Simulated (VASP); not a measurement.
# Al2Pt in VASP: settings compared, part 2 of 2

VASP 6.6.1. The steps go on from the part before.

## 4. Single point, PBE

This run uses another cell than the first one, of 28.21 Å³/atom, 0.703 times its volume.

Input file INCAR:

```
SYSTEM = Al2Pt
PREC = Accurate
ENCUT = 520
EDIFF = 1E-6
ISMEAR = 0
SIGMA = 0.1
LREAL = .FALSE.
LASPH = .TRUE.
NELM = 80
ALGO = Normal
ISIF = 2
LWAVE = .FALSE.
LCHARG = .FALSE.
GGA = PE
NBANDS = 34
```

Input file KPOINTS:

```
Automatic mesh
0
G
  9 9 1
  0 0 0
```

Input file POSCAR:

```
Al2Pt
1.0
    4.2047455503      0.0000000000      0.0000000000
   -2.1023727751      3.6414164630      0.0000000000
    0.0000000000      0.0000000000     16.5829009136
Al Pt
6 3
Direct
    0.0000000000      0.0000000000      0.2412123199
    0.3333333333      0.6666666667      0.3447273919
    0.6666666667      0.3333333333      0.4482424640
    0.0000000000      0.0000000000      0.5517575360
    0.3333333333      0.6666666667      0.6552726081
    0.6666666667      0.3333333333      0.7587876801
    0.6666666667      0.3333333333      0.2929698559
    0.3333333333      0.6666666667      0.5000000000
    0.0000000000      0.0000000000      0.7070301441
```

Potentials or basis: VASP PAW PBE potentials, release 64 (Al, Pt).

Started as:

```
cat potpaw_PBE.64/Al/POTCAR potpaw_PBE.64/Pt/POTCAR > POTCAR
mpirun -np 1 vasp_std > vasp.out
```

OUTCAR:

```text
SYSTEM = Al2Pt
   PREC = Accurate
   ENCUT = 520
   EDIFF = 1E-6
   ISMEAR = 0
   LREAL = .FALSE.
   LASPH = .TRUE.
   NELM = 80
   ISIF = 2
   GGA = PE

 ion  position               nearest neighbor table
   1  0.000  0.000  0.241-   7 2.57   7 2.57   7 2.57   2 2.97   2 2.97   2 2.97
   2  0.333  0.667  0.345-   7 2.57   7 2.57   7 2.57   8 2.57   1 2.97   1 2.97   1 2.97   3 2.97
                             3 2.97   3 2.97
   3  0.667  0.333  0.448-   8 2.57   8 2.57   8 2.57   7 2.57   4 2.97   4 2.97   4 2.97   2 2.97
                             2 2.97   2 2.97
   4  0.000  0.000  0.552-   8 2.57   8 2.57   8 2.57   9 2.57   3 2.97   3 2.97   3 2.97   5 2.97
                             5 2.97   5 2.97
   5  0.333  0.667  0.655-   9 2.57   9 2.57   9 2.57   8 2.57   6 2.97   6 2.97   6 2.97   4 2.97
                             4 2.97   4 2.97
   6  0.667  0.333  0.759-   9 2.57   9 2.57   9 2.57   5 2.97   5 2.97   5 2.97
   7  0.667  0.333  0.293-   1 2.57   2 2.57   2 2.57   1 2.57   1 2.57   2 2.57   3 2.57
   8  0.333  0.667  0.500-   4 2.57   3 2.57   3 2.57   4 2.57   4 2.57   3 2.57   2 2.57   5 2.57

   9  0.000  0.000  0.707-   6 2.57   5 2.57   6 2.57   5 2.57   6 2.57   5 2.57   4 2.57

  LATTYP: Found a hexagonal cell.
 ALAT       =     4.2047455503
 C/A-ratio  =     3.9438536090

  Lattice vectors:

 A1 = (   4.2047455503,   0.0000000000,   0.0000000000)
 A2 = (  -2.1023727751,   3.6414164630,   0.0000000000)
 A3 = (   0.0000000000,   0.0000000000,  16.5829009136)

Analysis of symmetry for initial positions (statically):
=====================================================================
 Subroutine PRICEL returns:
 Original cell was already a primitive cell.

 Routine SETGRP: Setting up the symmetry group for a
 hexagonal supercell.

 Subroutine GETGRP returns: Found 12 space group operations
 (whereof  6 operations were pure point group operations)
 out of a pool of 24 trial point group operations.

The static configuration has the point symmetry C_3v.
 The point group associated with its full space group is D_3d.

Analysis of symmetry for dynamics (positions and initial velocities):
=====================================================================
 Subroutine PRICEL returns:
 Original cell was already a primitive cell.

 Routine SETGRP: Setting up the symmetry group for a
 hexagonal supercell.

 Subroutine GETGRP returns: Found 12 space group operations
 (whereof  6 operations were pure point group operations)
 out of a pool of 24 trial point group operations.

The dynamic configuration has the point symmetry C_3v.
 The point group associated with its full space group is D_3d.

 Subroutine INISYM returns: Found 12 space group operations
 (whereof  6 operations are pure point group operations),
 and found     1 'primitive' translations

----------------------------------------------------------------------------------------

                                     Primitive cell

  volume of cell :     253.9046

  direct lattice vectors                    reciprocal lattice vectors
     4.204745550  0.000000000  0.000000000     0.237826520  0.137309205  0.000000000
    -2.102372775  3.641416463  0.000000000     0.000000000  0.274618410  0.000000000
     0.000000000  0.000000000 16.582900914     0.000000000  0.000000000  0.060303080
[... 66 lines left out ...]
  0.333333  0.333333  0.000000      2.000000
   k-points           NKPTS =     12   k-points in BZ     NKDIM =     12   number of bands    NBANDS=     34
   number of dos      NEDOS =    301   number of ions     NIONS =      9
   total plane-waves  NPLWV = 129024
   dimension x,y,z NGX =    32 NGY =   32 NGZ =  126
   dimension x,y,z NGXF=    64 NGYF=   64 NGZF=  252
   ions per type =               6   3
   NGX,Y,Z   is equivalent  to a cutoff of  12.65, 12.65, 12.63 a.u.
   NGXF,Y,Z  is equivalent  to a cutoff of  25.30, 25.30, 25.26 a.u.
 SYSTEM =  Al2Pt
   PREC   = accura    normal or accurate (medium, high low for compatibility)
   ISTART =      0    job   : 0-new  1-cont  2-samecut
   ICHARG =      2    charge: 1-file 2-atom 10-const
   ISPIN  =      1    spin polarized calculation?
   LNONCOLLINEAR =      F non collinear calculations
   LSORBIT =      F    spin-orbit coupling
   LASPH  =      T    aspherical Exc in radial PAW
   ENCUT  =  520.0 eV  38.22 Ry    6.18 a.u.   7.82  7.82 30.83*2*pi/ulx,y,z
   NELM   =     80;   NELMIN=  2; NELMDL= -5     # of ELM steps
   EDIFF  = 0.1E-05   stopping-criterion for ELM
   LREAL  =      F    real-space projection
   EDIFFG = 0.1E-04   stopping-criterion for IOM
   NSW    =      0    number of steps for IOM
   IBRION =     -1    ionic relax: 0-MD 1-quasi-New 2-CG
   NFREE  =      0    steps in history (QN), initial steepest desc. (CG)
   ISIF   =      2    stress and relaxation
   ISYM   =      2    0-nonsym 1-usesym 2-fastsym
   POTIM  = 0.5000    time-step for ionic-motion
   TEBEG  =    0.0;   TEEND  =   0.0 temperature during run
   PSTRESS=    0.0 pullay stress
   NELECT =      48.0000    total number of electrons
   NUPDOWN=      -1.0000    fix difference up-down
   EMIN   =  10.00;   EMAX   =-10.00  energy-range for DOS
   EFERMI =   0.00;   METHOD = LEGACY
   ISMEAR =     0;   SIGMA  =   0.10  broadening in eV -4-tet -1-fermi 0-gaus
   EFERMI_NEDOS =   21; number of points for ismear=-14 and -15
   IALGO  =     38    algorithm
   IMIX   =      4    mixing-type and parameters
     AMIX     =   0.40;   BMIX     =  1.00
     AMIX_MAG =   1.60;   BMIX_MAG =  1.00
  volume/ion in A,a.u.               =      28.21       190.38
  Fermi-wavevector in a.u.,A,eV,Ry     =   0.939576  1.775540 12.011254  0.882802
  Thomas-Fermi vector in A             =   2.066901
   LORBIT       =      0    0 simple, 1 ext, 2 COOP (PROOUT), +10 PAW based schemes
   GGA     = PE    functional components
   LHFCALC =     F    Hartree Fock is set to
   AEXX    =    0.0000 exact exchange contribution
   IVDW    =     0    specifies the selected vdW correction
   LEPSILON=     F    determine dielectric tensor
   LRPA    =     F    only Hartree local field effects (RPA)
 non-spin polarized calculation
 Gauss-broadening in eV      SIGMA  =   0.10
  energy-cutoff  :      520.00
  volume of cell :      253.90
 maximum number of plane-waves:      6870
 NGX is ok and might be reduce to    32
   NGX = 15   NGY = 15   NGZ = 61

 number of electron      48.0000002 magnetization

 Free energy of the ion-electron system (eV)
  ---------------------------------------------------
  ext. energy  EPLUGINS =         0.00000000
  ---------------------------------------------------
  free energy    TOTEN  =       -46.43351722 eV

  energy without entropy =      -46.42324739  energy(sigma->0) =      -46.42838231

 E-fermi :   3.3244     XC(G=0):  -7.5770

 val. band max:        3.2273156069   @ k =   0.4444   0.0000   0.0000
 cond. band min:       3.3250314991   @ k =   0.4444   0.1111   0.0000
 fundamental gap:      0.0977158922
 Fermi energy:         3.3243918943

 k-point     1 :       0.0000    0.0000    0.0000
  band No.  band energies     occupation
      1      -6.5331      2.00000
      2      -5.6767      2.00000
      3      -4.8020      2.00000
      4      -2.2960      2.00000
      5      -1.9047      2.00000
      6      -1.5754      2.00000
[... 433 lines left out ...]
     33       7.8849      0.00000
     34       9.2164      0.00000

------------------------ aborting loop because EDIFF is reached ----------------------------------------

  FORCE on cell =-STRESS in cart. coord.  units (eV):
  Direction    XX          YY          ZZ          XY          YZ          ZX
  --------------------------------------------------------------------------------------
  -------------------------------------------------------------------------------------
  Total       -2.4952435     -2.4952435     -3.8384747     -0.0000000     -0.0000000      0.0000000
  in kB      -15.7453724    -15.7453724    -24.2213692     -0.0000000     -0.0000000      0.0000000
  external PRESSURE =     -18.5707047 kB  Pullay stress =       0.0000000 kB

 VOLUME and BASIS-vectors are now :
 -----------------------------------------------------------------------------
  energy-cutoff  :      520.00
  volume of cell :      253.90
      direct lattice vectors                 reciprocal lattice vectors
     4.204745550  0.000000000  0.000000000     0.237826520  0.137309205  0.000000000
    -2.102372775  3.641416463  0.000000000     0.000000000  0.274618410  0.000000000
     0.000000000  0.000000000 16.582900914     0.000000000  0.000000000  0.060303080

 POSITION                                       TOTAL-FORCE (eV/Angst)
 -----------------------------------------------------------------------------------
      0.00000      0.00000      4.00000        -0.000000     -0.000000      0.742197
     -0.00000      2.42761      5.71658         0.000000     -0.000000     -0.204871
      2.10237      1.21381      7.43316        -0.000000     -0.000000     -0.154077
      0.00000      0.00000      9.14974         0.000000      0.000000      0.154077
     -0.00000      2.42761     10.86632        -0.000000      0.000000      0.204871
      2.10237      1.21381     12.58290         0.000000      0.000000     -0.742197
      2.10237      1.21381      4.85829        -0.000000      0.000000     -0.194043
     -0.00000      2.42761      8.29145         0.000000      0.000000     -0.000000
      0.00000      0.00000     11.72461         0.000000      0.000000      0.194043
 -----------------------------------------------------------------------------------
    total drift:                                0.000000     -0.000000      0.000025

  FREE ENERGIE OF THE ION-ELECTRON SYSTEM (eV)
  ---------------------------------------------------
  free  energy   TOTEN  =       -46.4335172213 eV

  energy  without entropy=      -46.4232473908  energy(sigma->0) =      -46.42838231
```

It took 54 s on 1 thread of Intel Xeon 6975P-C (Granite Rapids), shared host; peak memory 0.38 GiB.

Results:

| Property | Result |
| --- | --- |
| Free energy | -46.4335 eV |
| Largest force | 0.742 eV/Å |
| Band gap on the k mesh | zero (band 24 reaches 5.81 eV, above the bottom of band 25 at 2.76 eV) |

Forces in eV/Å, atoms in the order of the input:
```
Al   0.000  0.000  0.742
Al   0.000  0.000 -0.205
Al   0.000  0.000 -0.154
Al   0.000  0.000  0.154
Al   0.000  0.000  0.205
Al   0.000  0.000 -0.742
Pt   0.000  0.000 -0.194
Pt   0.000  0.000  0.000
Pt   0.000  0.000  0.194
```

Levels at points of the mesh, in eV from the Fermi level:
```csv
k point,band 21,band 22,band 23,band 24,band 25,band 26,band 27,band 28
"(0.00, 0.00, 0.00)",0.23,1.47,1.47,2.48,2.63,2.63,3.21,3.54
```

Caveat: spin-orbit coupling is left out, which moves the levels of the heavy elements.

## 5. Single point, PBE

Input file INCAR:

```
SYSTEM = Al2Pt
  ALGO = Normal
  DIPOL = 0.5 0.5 0.500
  EDIFF = 1E-6
  ENCUT = 520
  GGA = PE
  IDIPOL = 3
  ISIF = 2
  ISMEAR = 0
  LASPH = .True.
  LCHARG = .False.
  LDIPOL = .True.
  LREAL = .False.
  LWAVE = .False.
  NBANDS = 34
  NELM = 60
  PREC = Accurate
  SIGMA = 0.1
```

Input file KPOINTS:

```
k-points
0
Gamma
  13 13 1
  0 0 0
```

Input file POSCAR:

```
Al2Pt
1.0
    4.2047455503      0.0000000000      0.0000000000
   -2.1023727751      3.6414164630      0.0000000000
    0.0000000000      0.0000000000     23.5829009136
Al Pt
6 3
Direct
    0.0000000000      0.0000000000      0.3180270327
    0.3333333333      0.6666666667      0.3908162196
    0.6666666667      0.3333333333      0.4636054065
    0.0000000000      0.0000000000      0.5363945935
    0.3333333333      0.6666666667      0.6091837804
    0.6666666667      0.3333333333      0.6819729673
    0.6666666667      0.3333333333      0.3544216262
    0.3333333333      0.6666666667      0.5000000000
    0.0000000000      0.0000000000      0.6455783738
```

Potentials or basis: VASP PAW PBE potentials, release 64 (Al, Pt).

Started as:

```
cat potpaw_PBE.64/Al/POTCAR potpaw_PBE.64/Pt/POTCAR > POTCAR
mpirun -np 1 vasp_std > vasp.out
```

OUTCAR:

```text
SYSTEM = Al2Pt
   EDIFF = 1E-6
   ENCUT = 520
   GGA = PE
   ISIF = 2
   ISMEAR = 0
   LASPH = .True.
   LREAL = .False.
   NELM = 60
   PREC = Accurate

 ion  position               nearest neighbor table
   1  0.000  0.000  0.318-   7 2.57   7 2.57   7 2.57   2 2.97   2 2.97   2 2.97
   2  0.333  0.667  0.391-   7 2.57   7 2.57   7 2.57   8 2.57   1 2.97   3 2.97   3 2.97   1 2.97
                             1 2.97   3 2.97
   3  0.667  0.333  0.464-   7 2.57   8 2.57   8 2.57   8 2.57   2 2.97   2 2.97   2 2.97   4 2.97
                             4 2.97   4 2.97
   4  0.000  0.000  0.536-   9 2.57   8 2.57   8 2.57   8 2.57   5 2.97   5 2.97   5 2.97   3 2.97
                             3 2.97   3 2.97
   5  0.333  0.667  0.609-   9 2.57   9 2.57   9 2.57   8 2.57   4 2.97   6 2.97   6 2.97   4 2.97
                             4 2.97   6 2.97
   6  0.667  0.333  0.682-   9 2.57   9 2.57   9 2.57   5 2.97   5 2.97   5 2.97
   7  0.667  0.333  0.354-   3 2.57   2 2.57   2 2.57   2 2.57   1 2.57   1 2.57   1 2.57
   8  0.333  0.667  0.500-   4 2.57   3 2.57   3 2.57   4 2.57   2 2.57   5 2.57   4 2.57   3 2.57

   9  0.000  0.000  0.646-   4 2.57   5 2.57   5 2.57   5 2.57   6 2.57   6 2.57   6 2.57

  LATTYP: Found a hexagonal cell.
 ALAT       =     4.2047455503
 C/A-ratio  =     5.6086392462

  Lattice vectors:

 A1 = (   4.2047455503,   0.0000000000,   0.0000000000)
 A2 = (  -2.1023727751,   3.6414164630,   0.0000000000)
 A3 = (   0.0000000000,   0.0000000000,  23.5829009136)

Analysis of symmetry for initial positions (statically):
=====================================================================
 Subroutine PRICEL returns:
 Original cell was already a primitive cell.

 Routine SETGRP: Setting up the symmetry group for a
 hexagonal supercell.

 Subroutine GETGRP returns: Found 12 space group operations
 (whereof  6 operations were pure point group operations)
 out of a pool of 24 trial point group operations.

The static configuration has the point symmetry C_3v.
 The point group associated with its full space group is D_3d.

[... 158 lines left out ...]
 maximum number of plane-waves:      9760
 NGX is ok and might be reduce to    32
   NGX = 15   NGY = 15   NGZ = 87

 dipolmoment           0.000000      0.000000     -0.000000 electrons x Angstroem

 number of electron      47.9999999 magnetization

 dipolmoment           0.000000      0.000000      0.000001 electrons x Angstroem

 Free energy of the ion-electron system (eV)
  ---------------------------------------------------
  ext. energy  EPLUGINS =         0.00000000
  ---------------------------------------------------
  free energy    TOTEN  =       -46.41460326 eV

  energy without entropy =      -46.39359186  energy(sigma->0) =      -46.40409756

 E-fermi :   1.1451     XC(G=0):  -5.4123

 val. band max:        1.1109174892   @ k =   0.2308   0.0769   0.0000
 cond. band min:       1.1944119021   @ k =   0.3077   0.0769   0.0000
 fundamental gap:      0.0834944129
 Fermi energy:         1.1450917237

 k-point     1 :       0.0000    0.0000    0.0000
  band No.  band energies     occupation
      1      -8.7234      2.00000
      2      -7.8730      2.00000
      3      -6.9926      2.00000
      4      -4.4875      2.00000
      5      -4.0959      2.00000
      6      -3.7643      2.00000
[... 766 lines left out ...]
     33       5.8446      0.00000
     34       6.9396      0.00000

------------------------ aborting loop because EDIFF is reached ----------------------------------------

 vacuum level on the upper side and lower side of the slab       (xc-potential included)        -0.128        -0.128

  FORCE on cell =-STRESS in cart. coord.  units (eV):
  Direction    XX          YY          ZZ          XY          YZ          ZX
  --------------------------------------------------------------------------------------
  -------------------------------------------------------------------------------------
  Total       -2.5790163     -2.5790163     -3.4669387     -0.0000000      0.0000000      0.0000000
  in kB      -11.4434603    -11.4434603    -15.3832978     -0.0000000      0.0000000      0.0000000
  external PRESSURE =     -12.7567395 kB  Pullay stress =       0.0000000 kB

 VOLUME and BASIS-vectors are now :
 -----------------------------------------------------------------------------
  energy-cutoff  :      520.00
  volume of cell :      361.08
      direct lattice vectors                 reciprocal lattice vectors
     4.204745550  0.000000000  0.000000000     0.237826520  0.137309205  0.000000000
    -2.102372775  3.641416463  0.000000000     0.000000000  0.274618410  0.000000000
     0.000000000  0.000000000 23.582900914     0.000000000  0.000000000  0.042403604

 POSITION                                       TOTAL-FORCE (eV/Angst)
 -----------------------------------------------------------------------------------
      0.00000      0.00000      7.50000         0.000000      0.000000      0.691127
     -0.00000      2.42761      9.21658        -0.000000      0.000000     -0.194547
      2.10237      1.21381     10.93316         0.000000     -0.000000     -0.118607
      0.00000      0.00000     12.64974        -0.000000      0.000000      0.118607
     -0.00000      2.42761     14.36632         0.000000     -0.000000      0.194547
      2.10237      1.21381     16.08290        -0.000000     -0.000000     -0.691127
      2.10237      1.21381      8.35829        -0.000000      0.000000     -0.188968
     -0.00000      2.42761     11.79145        -0.000000      0.000000      0.000000
      0.00000      0.00000     15.22461         0.000000      0.000000      0.188968
 -----------------------------------------------------------------------------------
    total drift:                                0.000000     -0.000000      0.000043

  FREE ENERGIE OF THE ION-ELECTRON SYSTEM (eV)
  ---------------------------------------------------
  free  energy   TOTEN  =       -46.4146032624 eV

  energy  without entropy=      -46.3935918619  energy(sigma->0) =      -46.40409756

 vacuum level on the upper side and lower side of the slab         5.091         5.091
```

OSZICAR:

```text
N       E                     dE             d eps       ncg     rms          rms(c)
DAV:   1     0.241038869849E+03    0.24104E+03   -0.17540E+04  1428   0.111E+03
DAV:   2    -0.281682708336E+02   -0.26921E+03   -0.24418E+03  1862   0.196E+02
DAV:   3    -0.480818389131E+02   -0.19914E+02   -0.19155E+02  1814   0.519E+01
[... 15 lines left out ...]
DAV:  19    -0.464145153758E+02   -0.68274E-04   -0.31109E-06  1298   0.545E-03    0.141E-03
DAV:  20    -0.464145824376E+02   -0.67062E-04   -0.65923E-06  1318   0.505E-03    0.902E-04
DAV:  21    -0.464146000339E+02   -0.17596E-04   -0.18168E-06  1260   0.258E-03    0.247E-04
DAV:  22    -0.464146025100E+02   -0.24761E-05   -0.12337E-07  1220   0.962E-04    0.181E-04
DAV:  23    -0.464146032624E+02   -0.75243E-06   -0.50851E-08  1136   0.598E-04
   1 F= -.46414603E+02 E0= -.46404098E+02  d E =-.210114E-01
```

Run time: 3.2 min. Hardware: 1 thread of Intel Xeon 6975P-C (Granite Rapids), shared host; peak memory 0.57 GiB.

Results:

```
Free energy            : -46.4146 eV
Largest force          : 0.691 eV/Å
Band gap on the k mesh : zero (band 24 reaches 3.76 eV, above the bottom of band 25 at 0.54 eV)
```

Forces in eV/Å, atoms in the order of the input:
```
Al   0.000  0.000  0.691
Al   0.000  0.000 -0.195
Al   0.000  0.000 -0.119
Al   0.000  0.000  0.119
Al   0.000  0.000  0.195
Al   0.000  0.000 -0.691
Pt   0.000  0.000 -0.189
Pt   0.000  0.000  0.000
Pt   0.000  0.000  0.189
```

Levels at points of the mesh, in eV from the Fermi level:
```csv
k point,band 21,band 22,band 23,band 24,band 25,band 26,band 27,band 28
"(0.00, 0.00, 0.00)",0.20,1.46,1.46,2.62,2.62,2.69,3.14,3.53
```

Caveat: spin-orbit coupling is left out, which moves the levels of the heavy elements.

## 6. Overview

```tsv
level	potentials or basis	cell	k mesh	dipole correction	gap on the mesh (eV)	largest force (eV/Å)
LDA	VASP PAW LDA potentials, release 64 (Al, Pt)	a = 4.205, b = 4.205, c = 23.583 Å, angles 90.0, 90.0, 120.0°, 9 atoms	9 × 9 × 1	yes	none	1.00
PBE	VASP PAW PBE potentials, release 64 (Al, Pt)	a = 4.205, b = 4.205, c = 23.583 Å, angles 90.0, 90.0, 120.0°, 9 atoms	9 × 9 × 1	yes	none	0.74
PBE	VASP PAW PBE potentials, release 64 (Al, Pt)	a = 4.205, b = 4.205, c = 16.583 Å, angles 90.0, 90.0, 120.0°, 9 atoms	9 × 9 × 1	no	none	0.74
PBE	VASP PAW PBE potentials, release 64 (Al, Pt)	a = 4.205, b = 4.205, c = 23.583 Å, angles 90.0, 90.0, 120.0°, 9 atoms	13 × 13 × 1	yes	none	0.69
```

Alike in all rows: task single point; no spin polarisation; cutoff (eV) 520; smearing gaussian 0.1 eV.

Caveats: spin-orbit coupling is left out, which moves the levels of the heavy elements.

Total energies depend on the potentials used, so only differences within one code and one set of settings carry meaning.
